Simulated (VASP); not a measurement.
Input of a VASP 6.6.1 run:

Contents of INCAR:

```
  PREC = Accurate
  ENCUT = 520
  EDIFF = 1E-6
  ISMEAR = 0
  SIGMA = 0.01
  LREAL = False
  LASPH = True
  NELM = 80
  ALGO = Normal
  ISIF = 2
  LWAVE = False
  LCHARG = False
  GGA = PE
  NBANDS = 17
```

KPOINTS

```
Automatic mesh
0
Gamma
  8 8 8
```

The input POSCAR:

```
PbS
1.0
    2.1005109999      1.2127305912      3.4301896765
   -2.1005109999      1.2127305912      3.4301896765
    0.0000000000     -2.4254611824      3.4301896765
Pb S
1 1
Direct
    0.9781436749      0.9781436749      0.9781436749
    0.4774576551      0.4774576551      0.4774576551
```

Potentials or basis: VASP PAW PBE potentials, release 64 (Pb_d, S).

Command:

```bash
$ cat potpaw_PBE.64/Pb_d/POTCAR potpaw_PBE.64/S/POTCAR > POTCAR
$ mpirun -np 1 vasp_std > vasp.out
```

**Question.** Estimate the pressure.

**Answer.** 1.8 GPa.

**Question.** Estimate the band gap on the k mesh.

**Answer.** 0.38 eV, direct.

**Question.** Predict the largest force.

**Answer.** 0.003 eV/Å.

Forces in eV/Å, atoms in the order of the input:
```
Pb   0.000  0.000 -0.003
S    0.000  0.000  0.003
```

Caveat: spin-orbit coupling is left out, which moves the levels of the heavy elements. A k mesh can miss the band edges.
